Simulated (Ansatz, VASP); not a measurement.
Two plane-wave programs on Ta2O

File POSCAR:

```
Ta2O
1.0
    3.1100630000      0.0000000000      0.0000000000
   -1.5550310000      2.6933950000      0.0000000000
    0.0000000000      0.0000000000      4.9530290000
Ta O
2 1
Direct
    0.3333000000      0.6667000000      0.2520100000
    0.6667000000      0.3333000000      0.7479900000
    0.0000000000      0.0000000000      0.0000000000
```

Contents of INCAR.step1:

```
SYSTEM = Ta2O
PREC     = Accurate       ! precision mode
ENCUT    = 520            ! plane-wave cutoff, eV
ISMEAR   = -1             ! smearing method
SIGMA    = 0.1            ! smearing width, eV
LREAL    = .FALSE.        ! projectors in reciprocal space
LASPH    = .TRUE.         ! aspherical terms in the spheres
NELM     = 100            ! most SCF steps
NBANDS   = 21             ! bands
GGA      = PE             ! functional
ALGO     = Normal         ! electronic algorithm
EDIFF    = 1E-4           ! SCF threshold, eV
LWAVE    = .TRUE.         ! write WAVECAR
LCHARG   = .FALSE.        ! write CHGCAR
```

INCAR.step2

```
SYSTEM = Ta2O
PREC     = Accurate       ! precision mode
ENCUT    = 520            ! plane-wave cutoff, eV
EDIFF    = 1E-6           ! SCF threshold, eV
ISMEAR   = -1             ! smearing method
SIGMA    = 0.1            ! smearing width, eV
LREAL    = .FALSE.        ! projectors in reciprocal space
LASPH    = .TRUE.         ! aspherical terms in the spheres
NELM     = 100            ! most SCF steps
ALGO     = Normal         ! electronic algorithm
ISIF     = 2              ! what is computed and relaxed
LWAVE    = .FALSE.        ! write WAVECAR
LCHARG   = .FALSE.        ! write CHGCAR
METAGGA  = R2SCAN         ! meta-GGA
LMIXTAU  = .TRUE.       
NBANDS   = 21             ! bands
ISTART   = 1
```

File KPOINTS:

```
regular mesh
0
G
  12 12 7
  0 0 0
```

Input for Ansatz:

```yaml
crystal:
  lattice:
    - [3.110063, 0.0, 0.0]
    - [-1.555031, 2.693395, 0.0]
    - [0.0, 0.0, 4.953029]
  atoms:
    - { symbol: Ta, position: [0.3333, 0.6667, 0.25201] }
    - { symbol: Ta, position: [0.6667, 0.3333, 0.74799] }
    - { symbol: O, position: [0.0, 0.0, 0.0] }
  symmetry: { tolerance: 0.0003 }
kpoints:
  mp_grid: { grid: [12, 12, 7], shift: [0, 0, 0] }
  band_path:
    path:
      - [0.0, 0.0, 0.0]
      - [0.5, 2.1e-07, 0.0]
      - [0.33333333, 0.33333355, 0.0]
      - [0.0, 0.0, 0.0]
      - [0.0, 0.0, 0.5]
      - [0.5, 2.1e-07, 0.5]
      - [0.33333333, 0.33333355, 0.5]
      - [0.0, 0.0, 0.5]
      - [0.5, 2.1e-07, 0.5]
      - [0.5, 2.1e-07, 0.0]
      - [0.33333333, 0.33333355, 0.5]
    npoints: 14
magnetization:
  spin_polarized: false
scf:
  occupations: { method: fermi_dirac }
  lower_state_search: "off"
  max_iter: 200
hamiltonian:
  pseudopotentials: { kind: paw }
  xc: r2scan
basis:
  ecutwfc: 500
  fft_grid_basis: typed
output:
  forces: true
  stress: true
  eigenvalues: true
  bader: true
  populations: true
  elf: true
  write_potential: true
  volumetric_format: npy
  dos:
    e_range: [-12, 8]
    de: 0.05
    projected: { site_lists: { O: [O], Ta: [Ta] } }
checkpoint:
  read: saved_state
```

Alike in both runs: task single point; functional r2SCAN; k mesh 12 × 12 × 7; no spin polarisation.

```csv
,VASP,Ansatz
version,VASP 6.6.1,Ansatz 0.2.0
potentials or method,"VASP PAW PBE potentials, release 64 (Ta_pv, O), cutoff 520 eV",PAW plane waves
occupations,"fermi-dirac, width 0.1 eV",fermi-dirac
valence electrons in the cell,28,32
```

```csv
,VASP,Ansatz,Ansatz less VASP
pressure (GPa),-2.0,-3.2,-1.19
"traceless stress, the component that is largest in VASP (GPa)",-0.64,-0.53,+0.113
rms of the force components (eV/Å),0.782,0.737,-0.0456
```

VASP's potentials were made for PBE, not for r2SCAN. Atom by atom the forces differ by 0.046 eV/Å (rms over components). VASP's potentials hold 28 valence electrons a cell and Ansatz's 32, so a difference there can come from the potentials and not from the codes. Ansatz's warnings: structure snapped to symmetry.

Spin-orbit coupling is off throughout.
